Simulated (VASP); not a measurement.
# Tl: single point with PBE

Crystal: Tl.

```
CELL_PARAMETERS angstrom
0.01848 2.48807 2.49753
2.48265 0.02130 2.49471
2.45902 2.46162 0.04492
ATOMIC_POSITIONS crystal
Tl 0.00035 0.99929 0.99880
```

This cell differs from its parent crystal: the cell strained at random.

```yaml
Program: VASP 6.6.1
Task: single point
Functional: PBE
Potentials_or_basis: VASP PAW PBE potentials, release 64 (Tl_d)
Cutoff: 520 eV
k_mesh: 9 × 9 × 9
Occupations: fermi-dirac, width 0.05 eV
Spin: no spin polarisation
Dipole_correction: no
Further_INCAR_settings: ALGO = Normal; EDIFF = 1e-07; NBANDS = 12
```

```
Pressure : 1.1 GPa
```

Stress tensor (GPa, compression positive):
```
 1.16 -0.01 -0.19
-0.01  1.16 -0.21
-0.19 -0.21  1.12
```

Levels at points of the mesh, in eV from the Fermi level:
```tsv
k point	band 2	band 3	band 4	band 5	band 6	band 7	band 8	band 9	band 10	band 11
(0.00, 0.00, 0.00)	-11.52	-11.50	-11.28	-11.27	-9.70	9.57	9.87	10.18	11.01	13.66
```

It took 3.2 min on 1 thread of Intel(R) Xeon(R) Platinum 8175M CPU @ 2.50GHz (Skylake/Cascade Lake), with other jobs on the host, peak memory 0.26 GiB.

Caveat: the cell differs from its parent crystal (the cell strained at random); spin-orbit coupling is left out, which moves the levels of the heavy elements.
